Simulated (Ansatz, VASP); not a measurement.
## Nb: VASP beside Ansatz

The input INCAR:

```
SYSTEM = Nb
PREC = Accurate ; ENCUT = 520
EDIFF = 1E-6 ; ISMEAR = -1
SIGMA = 0.1 ; LREAL = .False.
LASPH = .True. ; NELM = 80
ALGO = Normal ; ISIF = 2
LWAVE = .False. ; LCHARG = .False.
GGA = PS ; NBANDS = 12
```

KPOINTS

```
regular mesh
0
Gamma
  16 16 16
  0 0 0
```

The input POSCAR:

```
Nb
1.0
   -1.5437083072      1.5437083072      1.5437083072
    1.5437083072     -1.5437083072      1.5437083072
    1.5437083072      1.5437083072     -1.5437083072
Nb
1
Direct
    0.0000000000      0.0000000000      0.0000000000
```

Input for Ansatz:

```yaml
crystal:
  lattice:
    - [-1.5437083072, 1.5437083072, 1.5437083072]
    - [1.5437083072, -1.5437083072, 1.5437083072]
    - [1.5437083072, 1.5437083072, -1.5437083072]
  atoms:
    - { symbol: Nb, position: [0.0, 0.0, 0.0] }
kpoints:
  mp_grid: { grid: [16, 16, 16] }
scf:
  occupations: { method: fermi_dirac, width: 0.1 }
hamiltonian:
  xc: pbesol
  pseudopotentials: { kind: all_electron, lapw: { basis_error: 0.001 } }
output:
  forces: true
  stress: true
  eigenvalues: true
  populations: true
```

Change from the starting cell: volume scaled by 0.84, LAPW.

Alike in both runs: task single point; functional PBEsol; k mesh 16 × 16 × 16; occupations fermi-dirac, width 0.1 eV; no spin polarisation.

|  | VASP | Ansatz |
| --- | --- | --- |
| version | VASP 6.6.1 | Ansatz 0.2.0 |
| potentials or method | VASP PAW PBE potentials, release 64 (Nb_sv), cutoff 520 eV | all-electron LAPW, scalar-relativistic |

Ansatz gave:

```
pressure (GPa) : 43.8
```

Task: Which values does VASP return?

Result: Pressure (GPa): 43.5.

VASP's potentials were made for PBE, not for PBEsol. Both programs put the cell under a high pressure, so it lies far from rest at this level. Ansatz ran all-electron here, and VASP with PAW potentials.
